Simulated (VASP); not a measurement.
# TePb (Fm-3m) in VASP: a series of runs

Runs on TePb. Level: r2SCAN. Tasks: single point, relaxation of cell and atoms.

All numbers are computed with VASP 6.6.1; they aren't measurements. Logs are shortened: lines on timing, memory, paths and dates and some standing lists are left out, and cuts for length are marked.

## 1. The cell of the first run

Symmetry: Fm-3m, No. 225, cubic system. Conventional cell: a = 6.664 Å, b = 6.664 Å, c = 6.664 Å, α = 90.00°, β = 90.00°, γ = 90.00°. Within 4.4 Å of Te (site symmetry m-3m) lie 6 Pb at 3.33 Å. Within 4.4 Å of Pb (site symmetry m-3m) lie 6 Te at 3.33 Å.

## 2. Single point, r2SCAN (37.00 Å³/atom)

Input file POSCAR:

```
TePb
1.0
    0.0000000000      3.3322039972      3.3322039972
    3.3322039972      0.0000000000      3.3322039972
    3.3322039972      3.3322039972      0.0000000000
Te Pb
1 1
Direct
    0.5000000000      0.5000000000      0.5000000000
    0.0000000000      0.0000000000      0.0000000000
```

Input file INCAR.step1:

```
PREC = Accurate ; ENCUT = 520
ISMEAR = 0 ; SIGMA = 0.02
LREAL = F ; LASPH = T
NELM = 80 ; NBANDS = 17
GGA = PE ; ALGO = Normal
EDIFF = 1E-4 ; LWAVE = T
LCHARG = F
```

Input file INCAR.step2:

```
PREC = Accurate ; ENCUT = 520
EDIFF = 1E-6 ; ISMEAR = 0
SIGMA = 0.02 ; LREAL = F
LASPH = T ; NELM = 80
ALGO = Normal ; ISIF = 2
LWAVE = F ; LCHARG = T
METAGGA = R2SCAN ; LMIXTAU = T
LELF = T ; LVHAR = T
NBANDS = 17 ; ISTART = 1
```

Input file KPOINTS:

```
regular mesh
0
Gamma
  8 8 8
```

Potentials or basis: VASP PAW PBE potentials, release 64 (Te, Pb_d).

On the command line:

```sh
cat potpaw_PBE.64/Te/POTCAR potpaw_PBE.64/Pb_d/POTCAR > POTCAR
cp INCAR.step1 INCAR
mpirun -np 1 vasp_std > vasp.out
cp INCAR.step2 INCAR
mpirun -np 1 vasp_std > vasp.out
```

OUTCAR:

```text
PREC = Accurate
   ENCUT = 520
   EDIFF = 1E-6
   ISMEAR = 0
   LREAL = F
   LASPH = T
   NELM = 80
   ISIF = 2
   METAGGA = R2SCAN
   ISTART = 1

 ion  position               nearest neighbor table
   1  0.500  0.500  0.500-   2 3.33   2 3.33   2 3.33   2 3.33   2 3.33   2 3.33
   2  0.000  0.000  0.000-   1 3.33   1 3.33   1 3.33   1 3.33   1 3.33   1 3.33

  LATTYP: Found a face centered cubic cell.
 ALAT       =     6.6644079944

  Lattice vectors:

 A1 = (   0.0000000000,   3.3322039972,   3.3322039972)
 A2 = (   3.3322039972,   0.0000000000,   3.3322039972)
 A3 = (   3.3322039972,   3.3322039972,   0.0000000000)

Analysis of symmetry for initial positions (statically):
=====================================================================
 Subroutine PRICEL returns:
 Original cell was already a primitive cell.

 Routine SETGRP: Setting up the symmetry group for a
 face centered cubic supercell.

 Subroutine GETGRP returns: Found 48 space group operations
 (whereof 48 operations were pure point group operations)
 out of a pool of 48 trial point group operations.

The static configuration has the point symmetry O_h .

Analysis of symmetry for dynamics (positions and initial velocities):
=====================================================================
 Subroutine PRICEL returns:
 Original cell was already a primitive cell.

 Routine SETGRP: Setting up the symmetry group for a
 face centered cubic supercell.

 Subroutine GETGRP returns: Found 48 space group operations
 (whereof 48 operations were pure point group operations)
 out of a pool of 48 trial point group operations.

The dynamic configuration has the point symmetry O_h .

 Subroutine INISYM returns: Found 48 space group operations
 (whereof 48 operations are pure point group operations),
 and found     1 'primitive' translations

----------------------------------------------------------------------------------------

                                     Primitive cell

  volume of cell :      73.9988

  direct lattice vectors                    reciprocal lattice vectors
     0.000000000  3.332203997  3.332203997    -0.150050837  0.150050837  0.150050837
     3.332203997  0.000000000  3.332203997     0.150050837 -0.150050837  0.150050837
     3.332203997  3.332203997  0.000000000     0.150050837  0.150050837 -0.150050837

  length of vectors
     4.712448085  4.712448085  4.712448085     0.259895674  0.259895674  0.259895674

  position of ions in fractional coordinates (direct lattice)
     0.500000000  0.500000000  0.500000000
     0.000000000  0.000000000  0.000000000

  ion indices of the primitive-cell ions
   primitive index   ion index
                 1           1
                 2           2

----------------------------------------------------------------------------------------

 KPOINTS: regular mesh

Automatic generation of k-mesh.
 Grid dimensions read from file:
 generate k-points for:    8    8    8

 Generating k-lattice:

  Cartesian coordinates                     Fractional coordinates (reciprocal lattice)
    -0.018756355  0.018756355  0.018756355     0.125000000  0.000000000  0.000000000
     0.018756355 -0.018756355  0.018756355     0.000000000  0.125000000  0.000000000
     0.018756355  0.018756355 -0.018756355     0.000000000  0.000000000  0.125000000

  Length of vectors
     0.032486959  0.032486959  0.032486959

  Shift w.r.t. Gamma in fractional coordinates (k-lattice)
     0.000000000  0.000000000  0.000000000

 Subroutine IBZKPT returns following result:
 ===========================================

 Found     29 irreducible k-points:

 Following reciprocal coordinates:
            Coordinates               Weight
  0.000000  0.000000  0.000000      1.000000
  0.125000  0.000000  0.000000      8.000000
  0.250000  0.000000  0.000000      8.000000
  0.375000  0.000000  0.000000      8.000000
  0.500000  0.000000  0.000000      4.000000
  0.125000  0.125000  0.000000      6.000000
[... 16 lines left out ...]
  0.500000  0.250000  0.125000     48.000000
 -0.375000  0.250000  0.125000     24.000000
 [... further k-points ...]
   k-points           NKPTS =     29   k-points in BZ     NKDIM =     29   number of bands    NBANDS=     17
   number of dos      NEDOS =    301   number of ions     NIONS =      2
   total plane-waves  NPLWV =  46656
   dimension x,y,z NGX =    36 NGY =   36 NGZ =   36
   dimension x,y,z NGXF=    72 NGYF=   72 NGZF=   72
   ions per type =               1   1
   NGX,Y,Z   is equivalent  to a cutoff of  12.70, 12.70, 12.70 a.u.
   NGXF,Y,Z  is equivalent  to a cutoff of  25.40, 25.40, 25.40 a.u.
 SYSTEM =  unknown system
   PREC   = accura    normal or accurate (medium, high low for compatibility)
   ISTART =      1    job   : 0-new  1-cont  2-samecut
   ICHARG =      0    charge: 1-file 2-atom 10-const
   ISPIN  =      1    spin polarized calculation?
   LNONCOLLINEAR =      F non collinear calculations
   LSORBIT =      F    spin-orbit coupling
   LASPH  =      T    aspherical Exc in radial PAW
   ENCUT  =  520.0 eV  38.22 Ry    6.18 a.u.   8.76  8.76  8.76*2*pi/ulx,y,z
   NELM   =     80;   NELMIN=  2; NELMDL=  0     # of ELM steps
   EDIFF  = 0.1E-05   stopping-criterion for ELM
   LREAL  =      F    real-space projection
   EDIFFG = 0.1E-04   stopping-criterion for IOM
   NSW    =      0    number of steps for IOM
   IBRION =     -1    ionic relax: 0-MD 1-quasi-New 2-CG
   NFREE  =      0    steps in history (QN), initial steepest desc. (CG)
   ISIF   =      2    stress and relaxation
   ISYM   =      2    0-nonsym 1-usesym 2-fastsym
   POTIM  = 0.5000    time-step for ionic-motion
   TEBEG  =    0.0;   TEEND  =   0.0 temperature during run
   PSTRESS=    0.0 pullay stress
   NELECT =      20.0000    total number of electrons
   NUPDOWN=      -1.0000    fix difference up-down
   EMIN   =  10.00;   EMAX   =-10.00  energy-range for DOS
   EFERMI =   0.00;   METHOD = LEGACY
   ISMEAR =     0;   SIGMA  =   0.02  broadening in eV -4-tet -1-fermi 0-gaus
   EFERMI_NEDOS =   21; number of points for ismear=-14 and -15
   IALGO  =     38    algorithm
   IMIX   =      4    mixing-type and parameters
     AMIX     =   0.40;   BMIX     =  1.00
     AMIX_MAG =   1.60;   BMIX_MAG =  1.00
  volume/ion in A,a.u.               =      37.00       249.68
  Fermi-wavevector in a.u.,A,eV,Ry     =   1.058465  2.000209 15.243268  1.120349
  Thomas-Fermi vector in A             =   2.193776
   LORBIT       =      0    0 simple, 1 ext, 2 COOP (PROOUT), +10 PAW based schemes
   METAGGA = R2SCAN    functional components
   LHFCALC =     F    Hartree Fock is set to
   AEXX    =    0.0000 exact exchange contribution
   IVDW    =     0    specifies the selected vdW correction
   LEPSILON=     F    determine dielectric tensor
   LRPA    =     F    only Hartree local field effects (RPA)
 non-spin polarized calculation
 Gauss-broadening in eV      SIGMA  =   0.02
  energy-cutoff  :      520.00
  volume of cell :       74.00
 maximum number of plane-waves:      2012
   NGX = 17   NGY = 17   NGZ = 17

 number of electron      19.9999998 magnetization

 Free energy of the ion-electron system (eV)
  ---------------------------------------------------
  ext. energy  EPLUGINS =         0.00000000
  ---------------------------------------------------
  free energy    TOTEN  =       -82.67653257 eV

  energy without entropy =      -82.67653257  energy(sigma->0) =      -82.67653257

 E-fermi :   4.4866     XC(G=0):  -9.3767

 val. band max:        4.3372303262   @ k =   0.5000   0.0000   0.0000
 cond. band min:       5.5349398286   @ k =   0.5000   0.0000   0.0000
 fundamental gap:      1.1977095024
 Fermi energy:         4.4865609507

 k-point     1 :       0.0000    0.0000    0.0000
  band No.  band energies     occupation
      1     -12.8961      2.00000
      2     -12.8961      2.00000
      3     -12.8915      2.00000
      4     -12.8915      2.00000
      5     -12.8915      2.00000
      6      -7.4027      2.00000
[... 9 lines left out ...]
     16      10.7454      0.00000
     17      12.1362      0.00000

 k-point     2 :       0.1250    0.0000    0.0000
  band No.  band energies     occupation
      1     -12.8974      2.00000
      2     -12.8974      2.00000
      3     -12.8912      2.00000
      4     -12.8900      2.00000
      5     -12.8900      2.00000
      6      -7.2796      2.00000
[... 9 lines left out ...]
     16      11.0254      0.00000
     17      13.0493      0.00000

 k-point     3 :       0.2500    0.0000    0.0000
  band No.  band energies     occupation
      1     -12.9011      2.00000
      2     -12.9011      2.00000
      3     -12.8904      2.00000
      4     -12.8858      2.00000
      5     -12.8858      2.00000
      6      -6.9282      2.00000
[... 9 lines left out ...]
     16      11.8013      0.00000
     17      14.7827      0.00000

 k-point     4 :       0.3750    0.0000    0.0000
  band No.  band energies     occupation
      1     -12.9050      2.00000
      2     -12.9050      2.00000
      3     -12.8897      2.00000
      4     -12.8814      2.00000
      5     -12.8814      2.00000
      6      -6.4341      2.00000
[... 9 lines left out ...]
     16      12.9920      0.00000
     17      15.2015      0.00000
[... 343 lines left out ...]
      1     -12.9109      2.00000
      2     -12.8970      2.00000
      3     -12.8921      2.00000
      4     -12.8832      2.00000
      5     -12.8821      2.00000
      6      -6.6460      2.00000
[... 9 lines left out ...]
     16      13.3538      0.00000
     17      13.8043      0.00000

 k-point    23 :       0.5000    0.2500    0.1250
  band No.  band energies     occupation
      1     -12.9145      2.00000
      2     -12.9000      2.00000
      3     -12.8895      2.00000
      4     -12.8820      2.00000
      5     -12.8795      2.00000
      6      -6.2179      2.00000
[... 9 lines left out ...]
     16      13.6834      0.00000
     17      14.7581      0.00000

 k-point    24 :      -0.3750    0.2500    0.1250
  band No.  band energies     occupation
      1     -12.9157      2.00000
      2     -12.9016      2.00000
      3     -12.8869      2.00000
      4     -12.8833      2.00000
      5     -12.8780      2.00000
      6      -5.9739      2.00000
[... 9 lines left out ...]
     16      14.5844      0.00000
     17      14.9915      0.00000

 [... further k-points ...]

------------------------ aborting loop because EDIFF is reached ----------------------------------------

  FORCE on cell =-STRESS in cart. coord.  units (eV):
  Direction    XX          YY          ZZ          XY          YZ          ZX
  --------------------------------------------------------------------------------------
  -------------------------------------------------------------------------------------
  Total       -1.0118339     -1.0118339     -1.0118339      0.0000000      0.0000000      0.0000000
  in kB      -21.9076125    -21.9076125    -21.9076125      0.0000000      0.0000000      0.0000000
  external PRESSURE =     -21.9076125 kB  Pullay stress =       0.0000000 kB

 VOLUME and BASIS-vectors are now :
 -----------------------------------------------------------------------------
  energy-cutoff  :      520.00
  volume of cell :       74.00
      direct lattice vectors                 reciprocal lattice vectors
     0.000000000  3.332203997  3.332203997    -0.150050837  0.150050837  0.150050837
     3.332203997  0.000000000  3.332203997     0.150050837 -0.150050837  0.150050837
     3.332203997  3.332203997  0.000000000     0.150050837  0.150050837 -0.150050837

 POSITION                                       TOTAL-FORCE (eV/Angst)
 -----------------------------------------------------------------------------------
      3.33220      3.33220      3.33220        -0.000000     -0.000000     -0.000000
      0.00000      0.00000      0.00000         0.000000      0.000000      0.000000
 -----------------------------------------------------------------------------------
    total drift:                               -0.000000      0.000000      0.000000

  FREE ENERGIE OF THE ION-ELECTRON SYSTEM (eV)
  ---------------------------------------------------
  free  energy   TOTEN  =       -82.6765325729 eV

  energy  without entropy=      -82.6765325729  energy(sigma->0) =      -82.67653257
```

It took 2.9 min on 1 thread of Intel Xeon Platinum 8259CL at 2.50GHz (Skylake/Cascade Lake), shared host; peak memory 0.23 GiB.

What came out:

```
Free energy            : -82.6765 eV
Pressure               : -2.2 GPa
Band gap on the k mesh : 1.20 eV
```

Caveat: the PAW data sets were made with another functional, which shifts forces and pressure a little; spin-orbit coupling is left out, which moves the levels of the heavy elements. A k mesh can miss the band edges.

## 3. Relaxation of cell and atoms, r2SCAN

This run uses another cell than the first one, of 33.73 Å³/atom.

Input file POSCAR:

```
TePb
1.0
    0.0000000000      3.2310000000      3.2310000000
    3.2310000000      0.0000000000      3.2310000000
    3.2310000000      3.2310000000      0.0000000000
Te Pb
1 1
Direct
    0.5000000000      0.5000000000      0.5000000000
    0.0000000000      0.0000000000      0.0000000000
```

Input file INCAR.step1:

```
ALGO = Normal
EDIFF = 1E-4
ENCUT = 600
GGA = PE
ISMEAR = 0
LASPH = T
LCHARG = F
LREAL = F
LWAVE = T
NELM = 60
PREC = Accurate
SIGMA = 0.02
```

Input file INCAR.step2:

```
ALGO = Normal
EDIFF = 1E-6
EDIFFG = -0.005
ENCUT = 600
IBRION = 2
ISIF = 3
ISMEAR = 0
ISTART = 1
LASPH = T
LCHARG = F
LMIXTAU = T
LREAL = F
LWAVE = F
METAGGA = R2SCAN
NELM = 60
NSW = 100
PREC = Accurate
SIGMA = 0.02
```

Input file KPOINTS:

```
k-points
0
Gamma
  8 8 8
```

Potentials or basis: VASP PAW PBE potentials, release 64 (Te, Pb_d).

On the command line:

```sh
cat potpaw_PBE.64/Te/POTCAR potpaw_PBE.64/Pb_d/POTCAR > POTCAR
cp INCAR.step1 INCAR
mpirun -np 1 vasp_std > vasp.out
cp INCAR.step2 INCAR
mpirun -np 1 vasp_std > vasp.out
```

OUTCAR:

```text
EDIFF = 1E-6
   EDIFFG = -0.005
   ENCUT = 600
   IBRION = 2
   ISIF = 3
   ISMEAR = 0
   ISTART = 1
   LASPH = T
   LREAL = F
   METAGGA = R2SCAN
   NELM = 60
   NSW = 100
   PREC = Accurate

 ion  position               nearest neighbor table
   1  0.500  0.500  0.500-   2 3.23   2 3.23   2 3.23   2 3.23   2 3.23   2 3.23
   2  0.000  0.000  0.000-   1 3.23   1 3.23   1 3.23   1 3.23   1 3.23   1 3.23

  LATTYP: Found a face centered cubic cell.
 ALAT       =     6.4620000000

  Lattice vectors:

 A1 = (   0.0000000000,   3.2310000000,   3.2310000000)
 A2 = (   3.2310000000,   0.0000000000,   3.2310000000)
 A3 = (   3.2310000000,   3.2310000000,   0.0000000000)

Analysis of symmetry for initial positions (statically):
[... 270 lines left out ...]
      5     -12.2371      2.00000
      6      -7.1527      2.00000
      7      -0.6495      2.00000
      8       3.7159      2.00000
      9       3.7159      2.00000
     10       3.7159      2.00000
     11       9.3870      0.00000
     12       9.3870      0.00000
     13       9.3870      0.00000
     14      11.3363      0.00000
[... 377 lines left out ...]
      1     -12.2734      2.00000
      2     -12.2539      2.00000
      3     -12.2316      2.00000
      4     -12.2268      2.00000
      5     -12.2198      2.00000
      6      -5.5449      2.00000
      7      -3.3803      2.00000
      8       2.3656      2.00000
      9       2.5664      2.00000
     10       4.5961      2.00000
     11       6.6805      0.00000
     12       8.8790      0.00000
     13       9.2883      0.00000
     14      12.3481      0.00000

 [... further k-points ...]

------------------------ aborting loop because EDIFF is reached ----------------------------------------

  FORCE on cell =-STRESS in cart. coord.  units (eV):
  Direction    XX          YY          ZZ          XY          YZ          ZX
  --------------------------------------------------------------------------------------
  -------------------------------------------------------------------------------------
  Total        0.0029332      0.0029332      0.0029332      0.0000000      0.0000000     -0.0000000
  in kB        0.0673461      0.0673461      0.0673461      0.0000000      0.0000000     -0.0000000
  external PRESSURE =       0.0673461 kB  Pullay stress =       0.0000000 kB
[... 17 lines left out ...]
  FREE ENERGIE OF THE ION-ELECTRON SYSTEM (eV)
  ---------------------------------------------------
  free  energy   TOTEN  =       -82.7063879008 eV

  energy  without entropy=      -82.7063879008  energy(sigma->0) =      -82.70638790

 reached required accuracy - stopping structural energy minimisation
```

It took 7.5 min on 1 thread of Intel Xeon Platinum 8259CL at 2.50GHz (Skylake/Cascade Lake), shared host; peak memory 0.28 GiB.

What came out:

```
Free energy                           : -82.7064 eV
Relaxed volume                        : 34.89 Å³/atom
Relaxed cell                          : a = 4.621 Å, b = 4.621 Å, c = 4.621 Å, α = 60.00°, β = 60.00°, γ = 60.00°
Space group after relaxing (to 0.1 Å) : Fm-3m (No. 225)
Energy gained by relaxing             : 5.4 meV/atom
Ionic steps                           : 3
Pressure after relaxing               : 0.0 GPa
Band gap on the k mesh                : 1.09 eV
```

Step by step:
```
step  energy change (eV)  largest force (eV/Å)  pressure (GPa)  volume (Å³)
   1              0.0000                0.0000            1.55        67.46
   2             -0.0094                0.0000           -0.53        70.69
   3             -0.0109                0.0000            0.01        69.78
```

Final structure:
```
Te Pb
1.0
     0.00000    3.26764    3.26764
     3.26764    0.00000    3.26764
     3.26764    3.26764    0.00000
Te Pb
1 1
Direct
  0.50000 0.50000 0.50000
  0.00000 0.00000 0.00000
```

Levels at points of the mesh, in eV from the valence-band top:
```csv
k point,band 8,band 9,band 10,band 11,band 12,band 13
"(0.00, 0.00, 0.00)",-1.35,-1.35,-1.35,4.32,4.32,4.32
"(0.50, 0.00, 0.00)",-0.90,-0.90,0.00,1.09,1.51,1.51
"(0.50, 0.50, 0.00)",-4.41,-2.76,-2.76,3.74,5.71,5.71
```

Caveat: the PAW data sets were made with another functional, which shifts forces and pressure a little; spin-orbit coupling is left out, which moves the levels of the heavy elements.
